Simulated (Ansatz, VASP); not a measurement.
# ZnS: VASP beside Ansatz

```xyz
4
Lattice="3.8110 0.0000 0.0000 -1.9055 3.3004 0.0000 0.0000 0.0000 6.2340" Properties=species:S:1:pos:R:3 pbc="T T T"
Zn    0.0000    2.2003    0.2250
Zn    1.9055    1.1001    3.1170
S     0.0000    2.2003    2.4001
S     1.9055    1.1001    5.5171
```

Alike in both runs: task single point; functional r2SCAN; k mesh 6 × 6 × 4; occupations gaussian, width 0.05 eV; no spin polarisation.

|  | VASP | Ansatz |
| --- | --- | --- |
| version | VASP 6.6.1 | Ansatz 0.2.0 |
| potentials or method | VASP PAW PBE potentials, release 64 (Zn, S), cutoff 520 eV | scalar-relativistic, plane waves, PAW |
| valence electrons in the cell | 36 | 36 |

|  | VASP | Ansatz | Ansatz less VASP |
| --- | --- | --- | --- |
| gap on the k mesh at the Fermi level (eV) | 2.56 | 2.56 | -0.005 |
| least direct gap on the mesh (eV) | 2.56 | 2.56 | -0.005 |
| pressure (GPa) | 0.6 | 0.5 | -0.07 |
| traceless stress, the component that is largest in VASP (GPa) | 2.38 | 2.37 | -0.013 |
| rms of the force components (eV/Å) | 0.642 | 0.635 | -0.0075 |

VASP's potentials were made for PBE, not for r2SCAN. Atom by atom the forces differ by 0.008 eV/Å (rms over components).
